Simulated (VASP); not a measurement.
HfN, 2 atoms in the cell. It takes space group F-43m (No. 216, cubic). Conventional cell: a = 4.910 Å, b = 4.910 Å, c = 4.910 Å, α = 90.00°, β = 90.00°, γ = 90.00°. Hf (site symmetry -43m) has 4 N at 2.13 Å within 2.8 Å. Within 2.8 Å of N (site symmetry -43m) lie 4 Hf at 2.13 Å. 

```yaml
Program: VASP 6.6.1
Task: relaxation of cell and atoms
Functional: r2SCAN
Potentials_or_basis: VASP PAW PBE potentials, release 64 (Hf_pv, N)
Cutoff: 600 eV
k_mesh: 9 × 9 × 9
Occupations: fermi-dirac, width 0.05 eV
Spin: no spin polarisation
Dipole_correction: no
Further_INCAR_settings: ALGO = Normal; EDIFF = 1e-06; IBRION = 2; EDIFFG = -0.01; NSW = 60; ISIF = 3
```

Potentials or basis: VASP PAW PBE potentials, release 64 (Hf_pv, N).

The run is started by

```console
$ cat potpaw_PBE.64/Hf_pv/POTCAR potpaw_PBE.64/N/POTCAR > POTCAR
$ cp INCAR.step1 INCAR
$ mpirun -np 1 vasp_std > vasp.out
$ cp INCAR.step2 INCAR
$ mpirun -np 1 vasp_std > vasp.out
```

Hardware: 1 thread of Intel(R) Xeon(R) 6975P-C (Granite Rapids), with other jobs on the host.

Question: How long does it take, and how much memory?

Answer: Wall time 74 s on 1 thread of Intel(R) Xeon(R) 6975P-C (Granite Rapids) (shared host), peak memory 0.18 GiB. Counts: k points 35, ion steps 3.
